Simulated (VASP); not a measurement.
ZnCd2Te3: single point with PBEsol

The system is ZnCd2Te3.

```
Zn Cd Te
1.0
     2.79064   -8.23115    0.00000
     2.79064    8.23115    0.00000
     0.00000    0.00000    4.02168
Zn Cd Te
1 2 3
Direct
  0.00000 0.00000 0.00000
  0.50000 0.00000 0.50000
  0.00000 0.50000 0.50000
  0.63979 0.36021 0.00000
  0.36021 0.63979 0.00000
  0.50000 0.50000 0.50000
```

```yaml
Program: VASP 6.6.1
Task: single point
Functional: PBEsol
Potentials_or_basis: VASP PAW PBE potentials, release 64 (Zn, Cd, Te)
Cutoff: 520 eV
k_mesh: 4 × 4 × 4
Occupations: fermi-dirac, width 0.03 eV
Spin: no spin polarisation
```

```yaml
Pressure: 0.1 GPa
Largest_force: 0.022 eV/Å
Band_gap_on_the_k_mesh: zero (band 27 reaches 4.25 eV, above the bottom of band 28 at 2.97 eV)
```

Forces on the atoms (eV/Å):
```
Zn   0.000  0.000  0.000
Cd   0.000  0.000  0.000
Cd   0.000  0.000  0.000
Te   0.000  0.022  0.000
Te   0.000 -0.022  0.000
Te   0.000  0.000  0.000
```

Levels at points of the mesh, in eV from the Fermi level:
| k point | band 24 | band 25 | band 26 | band 27 | band 28 | band 29 | band 30 | band 31 |
| --- | --- | --- | --- | --- | --- | --- | --- | --- |
| (0.00, 0.00, 0.00) | -2.18 | -0.73 | -0.73 | -0.33 | 0.25 | 0.86 | 1.21 | 2.69 |
| (0.50, 0.00, 0.00) | -2.20 | -1.15 | -0.06 | 0.85 | 1.13 | 1.27 | 2.59 | 3.17 |
| (0.50, 0.50, 0.00) | -1.69 | -1.63 | -1.59 | -1.50 | 0.36 | 1.31 | 1.97 | 3.29 |
| (0.00, 0.00, 0.50) | -1.57 | -1.48 | -1.13 | -0.64 | 0.50 | 0.68 | 1.03 | 1.35 |
| (0.50, 0.00, 0.50) | -2.29 | -2.27 | -2.17 | -0.61 | -0.08 | 0.83 | 1.27 | 3.78 |
| (0.50, 0.50, 0.50) | -2.51 | -1.49 | -1.15 | -0.53 | 0.76 | 1.26 | 1.81 | 2.27 |

Run time: 2.7 min on 1 thread of Intel Xeon 6975P-C (shared host), peak memory 0.45 GiB.

Caveat: the k points lie up to 0.39 Å⁻¹ apart; the PAW data sets were made with another functional, which shifts forces and pressure a little; spin-orbit coupling is left out, which moves the levels of the heavy elements.
